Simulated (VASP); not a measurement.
The system is GeW.

```
Ge W
1.0
     0.00000    2.57761    2.57761
     2.57761    0.00000    2.57761
     2.57761    2.57761    0.00000
Ge W
1 1
Cartesian
  2.5776 2.5776 2.5776
  0.0000 0.0000 0.0000
```

- Program: VASP 6.6.1
- Task: relaxation of cell and atoms
- Functional: LDA
- Potentials or basis: VASP PAW LDA potentials, release 64 (Ge_d, W_sv)
- Cutoff: 600 eV
- k mesh: 9 × 9 × 9
- Occupations: fermi-dirac, width 0.05 eV
- Spin: no spin polarisation

At the start: pressure -8.7 GPa; volume 17.13 Å³/atom.

Problem. How do energy, volume and symmetry change on relaxing?

Solution. Over 10 steps the energy falls by 23.5 meV/atom and the volume is 16.30 Å³/atom (-4.8 %); space group Fm-3m (No. 225, to 0.05 Å).

The path:
```tsv
step	energy change (eV)	largest force (eV/Å)	pressure (GPa)	volume (Å³)
1	0.0000	0.0000	-8.73	34.25
2	0.1225	0.0000	21.25	29.83
3	-0.0470	0.0000	-0.25	32.65
4	-0.0471	0.0000	-0.19	32.61
5	-0.0469	0.0000	0.65	32.49
6	-0.0471	0.0000	0.12	32.58
7	-0.0471	0.0000	-0.19	32.63
8	-0.0471	0.0000	-0.10	32.60
9	-0.0471	0.0000	0.17	32.59
10	-0.0471	0.0000	-0.05	32.59
```

Final structure:
```cif
data_structure
_symmetry_space_group_name_H-M 'P 1'
_symmetry_Int_Tables_number 1
_cell_length_a 3.5855
_cell_length_b 3.5855
_cell_length_c 3.5855
_cell_angle_alpha 60.000
_cell_angle_beta 60.000
_cell_angle_gamma 60.000
_cell_volume 32.59
loop_
_atom_site_label
_atom_site_type_symbol
_atom_site_fract_x
_atom_site_fract_y
_atom_site_fract_z
_atom_site_occupancy
Ge1 Ge 0.50000 0.50000 0.50000 1
W1 W 0.00000 0.00000 0.00000 1
```
